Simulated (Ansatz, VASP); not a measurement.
# NbP in VASP and in Ansatz

```
Nb P
1.0
    -1.75501    1.75501    5.20838
     1.75501   -1.75501    5.20838
     1.75501    1.75501   -5.20838
Nb P
2 2
Direct
  0.00000 0.00000 0.00000
  0.75000 0.25000 0.50000
  0.50000 0.50000 0.00000
  0.25000 0.75000 0.50000
```

Alike in both runs: functional PBE; k mesh 18 × 18 × 18; occupations gaussian, width 0.1 eV; no spin polarisation.

Ansatz relaxed the structure, and its values are those at the end. VASP's run is a single point on that final structure, the one shown.

|  | VASP | Ansatz |
| --- | --- | --- |
| version | VASP 6.6.1 | Ansatz 0.2.0 |
| potentials or method | VASP PAW PBE potentials, release 64 (Nb_sv, P), cutoff 520 eV | scalar-relativistic, plane waves, PAW |
| valence electrons in the cell | 36 | 36 |

|  | VASP | Ansatz | Ansatz less VASP |
| --- | --- | --- | --- |
| gap on the k mesh at the Fermi level (eV) | none | none | - |
| pressure (GPa) | -0.3 | 0.0 | +0.37 |

A gap of «none» marks a metal or a gap that the smearing closes. The functional is the same, so the differences come from potentials, cutoffs and numerics.
